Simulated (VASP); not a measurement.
Runs of VASP 6.6.1 on WO. The structure is that of space group F-43m (No. 216), or close to it. The cells are those of the table. 

```csv
task,cell,k mesh,cutoff (eV),smearing,gap on the mesh (eV),pressure (GPa),moment (μB)
single point,"a = 3.412 Å, angles 60.0°, 2 atoms",8 × 8 × 8,520,gaussian 0.1 eV,0.64,5.9,2.00
single point,"a = 3.412 Å, angles 60.0°, 2 atoms",10 × 10 × 10,520,gaussian 0.02 eV,0.62,5.8,2.00
relaxation of cell and atoms,"relaxed from a = 3.412 Å, angles 60.0°, 2 atoms",10 × 10 × 10,600,gaussian 0.02 eV,0.67,-0.1,2.00
single point,"a = 3.366 Å, angles 60.0°, 2 atoms",10 × 10 × 10,520,gaussian 0.02 eV,(b),(a),2.00
single point,"a = 3.412 Å, angles 60.0°, 2 atoms",10 × 10 × 10,520,fermi-dirac 0.05 eV,0.62,5.8,2.00
single point,"a = 3.168 Å, angles 60.0°, 2 atoms",10 × 10 × 10,520,gaussian 0.02 eV,none,63.3,0.00
single point,"a = 3.522 Å, angles 60.0°, 2 atoms",10 × 10 × 10,520,gaussian 0.02 eV,0.71,-10.9,2.00
single point,"a = 3.081 Å, angles 60.0°, 2 atoms",8 × 8 × 8,520,gaussian 0.1 eV,none,110.0,0.06
```

Alike in all rows: level PBE+U; potentials or basis VASP PAW PBE potentials, release 64 (W_sv, O); spin collinear, ferromagnetic start; W d U = 6.2 eV.

Q: Fill in the values left out.

A: (a) 15.4; (b) 0.54.

Caveats: spin-orbit coupling is left out, which moves the levels of the heavy elements.

A k mesh can miss the band edges, and the runs leave out spin-orbit coupling on W.

A gap of «none» marks levels without a gap at the run's occupations.
